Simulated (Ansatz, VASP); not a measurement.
Two plane-wave programs on Lu

```
Lu
1.0
    -1.99963    1.99963    1.99963
     1.99963   -1.99963    1.99963
     1.99963    1.99963   -1.99963
Lu
1
Cartesian
  0.0000 0.0000 0.0000
```

Alike in both runs: task single point; functional revPBE; k mesh 13 × 13 × 13; occupations fermi-dirac, width 0.1 eV; no spin polarisation.

|  | VASP | Ansatz |
| --- | --- | --- |
| version | VASP 6.6.1 | Ansatz 0.2.0 |
| potentials or method | VASP PAW PBE potentials, release 64 (Lu), cutoff 520 eV | plane waves (420 eV) with PAW, scalar-relativistic |
| valence electrons in the cell | 25 | 25 |

```tsv
	VASP	Ansatz	Ansatz less VASP
pressure (GPa)	-1.4	-1.5	-0.06
```

VASP's potentials were made for PBE, not for revPBE.

Spin-orbit coupling is off throughout.
